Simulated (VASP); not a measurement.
Wanted: the native input for a VASP 6.6.1 run.

| Item | Value |
| --- | --- |
| Task | single point |
| Functional | PBE |
| Potentials or basis | VASP PAW PBE potentials, release 64 (Rb_sv, Br) |
| Cutoff | 520 eV |
| k mesh | 7 × 7 × 7 |
| Occupations | gaussian, width 0.05 eV |
| Spin | no spin polarisation |
| Dipole correction | no |
| Further INCAR settings | ALGO = Normal; EDIFF = 1e-06; NBANDS = 15 |

The structure of RbBr lies in POSCAR:

```
RbBr
1.0
    0.0000000000      3.4275000000      3.4275000000
    3.4275000000      0.0000000000      3.4275000000
    3.4275000000      3.4275000000      0.0000000000
Rb Br
1 1
Direct
    0.0000000000      0.0000000000      0.0000000000
    0.5000000000      0.5000000000      0.5000000000
```

These files were run (other wordings do the same):

INCAR

```
PREC = Accurate ; ENCUT = 520
EDIFF = 1E-6 ; ISMEAR = 0
SIGMA = 0.05 ; LREAL = F
LASPH = T ; NELM = 100
ALGO = Normal ; ISIF = 2
LWAVE = F ; LCHARG = F
GGA = PE ; NBANDS = 15
```

KPOINTS

```
regular mesh
0
Gamma
  7 7 7
```

Potentials or basis: VASP PAW PBE potentials, release 64 (Rb_sv, Br).

Launch:

```sh
$ cat potpaw_PBE.64/Rb_sv/POTCAR potpaw_PBE.64/Br/POTCAR > POTCAR
$ mpirun -np 1 vasp_std > vasp.out
```

Results of the run:

The pressure is 1.0 GPa and the band gap on the k mesh is 4.36 eV, direct.

It took 48 s on 1 thread of Intel Xeon 8259CL, with other jobs on the host, peak memory 0.21 GiB.
